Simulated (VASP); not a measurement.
Wanted: the native input for a VASP 6.6.1 run.

| Property | Result |
| --- | --- |
| Task | single point |
| Functional | PBEsol |
| Potentials or basis | VASP PAW PBE potentials, release 64 (Na_pv) |
| Cutoff | 520 eV |
| k mesh | 12 × 12 × 12 |
| Occupations | fermi-dirac, width 0.08 eV |
| Spin | no spin polarisation |
| Dipole correction | no |
| Further INCAR settings | ALGO = Normal; EDIFF = 1e-06; NBANDS = 10 |

The structure of Na lies in POSCAR:

```
Na
1.0
    2.5627924647      0.0000000000      0.0000000000
    0.0000000000      2.5627924647      0.0000000000
    0.0000000000      0.0000000000      2.5627924647
Na
1
Direct
    0.0000000000      0.0000000000      0.0000000000
```

This isn't the form of Na at room conditions, which is bcc.

One way to write it, as run:

INCAR

```
ALGO = Normal
EDIFF = 1E-6
ENCUT = 520
GGA = PS
ISIF = 2
ISMEAR = -1
LASPH = True
LCHARG = False
LREAL = False
LWAVE = False
NBANDS = 10
NELM = 60
PREC = Accurate
SIGMA = 0.08
```

KPOINTS

```
k-points
0
Gamma
  12 12 12
```

Potentials or basis: VASP PAW PBE potentials, release 64 (Na_pv).

Run with:

```console
$ cat potpaw_PBE.64/Na_pv/POTCAR > POTCAR
$ mpirun -np 1 vasp_std > vasp.out
```

Results of the run:

| Item | Value |
| --- | --- |
| Pressure | 25.1 GPa |
| Band gap on the k mesh | zero (an odd number of electrons rules out a gap without spin polarisation) |

Caveat: the cell stands under pressure; the PAW data sets were made with another functional, which shifts forces and pressure a little.

Run time: 4.5 s on 1 thread of Intel(R) Xeon(R) Platinum 8559C (Emerald Rapids) (shared host), peak memory 0.12 GiB.
